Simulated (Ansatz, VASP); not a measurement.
## PtC3 in VASP and in Ansatz

```
CELL_PARAMETERS angstrom
4.80104 0.00000 0.00000
-2.40052 4.15782 0.00000
0.00000 0.00000 3.85358
ATOMIC_POSITIONS crystal
Pt 0.33333 0.66667 0.25000
Pt 0.66667 0.33333 0.75000
C 0.83300 0.66600 0.25000
C 0.16700 0.83300 0.75000
C 0.33400 0.16700 0.25000
C 0.16700 0.33400 0.75000
C 0.83300 0.16700 0.25000
C 0.66600 0.83300 0.75000
```

Alike in both runs: task relaxation of cell and atoms; functional PBE; k mesh 6 × 6 × 4; occupations gaussian, width 0.1 eV; no spin polarisation.

```csv
,VASP,Ansatz
version,VASP 6.6.1,Ansatz 0.2.0
potentials or method,"VASP PAW PBE potentials, release 64 (Pt, C), cutoff 600 eV","scalar-relativistic, plane waves, PAW"
valence electrons in the cell,44,60
```

|  | VASP | Ansatz | Ansatz less VASP |
| --- | --- | --- | --- |
| gap on the k mesh at the Fermi level, each at its own relaxed structure (eV) | none | none | - |
| relaxed volume (Å³/atom) | 12.35 | 16.98 | +4.631 |
| relaxed length of the cell vector where the two differ most in proportion (Å) | 6.188 | 8.572 | +2.3840 |

A gap of «none» marks a metal or a gap that the smearing closes. One of these differences is far larger than is usual between the two programs; its cause wasn't traced. VASP's potentials hold 44 valence electrons a cell and Ansatz's 60, so a difference there can come from the potentials and not from the codes.

The k mesh is coarse, so the values compare programs but aren't converged. Neither program's run includes spin-orbit coupling. Noted on VASP's run: the volume moved by over 15 % at a fixed basis, so the end points are rough.
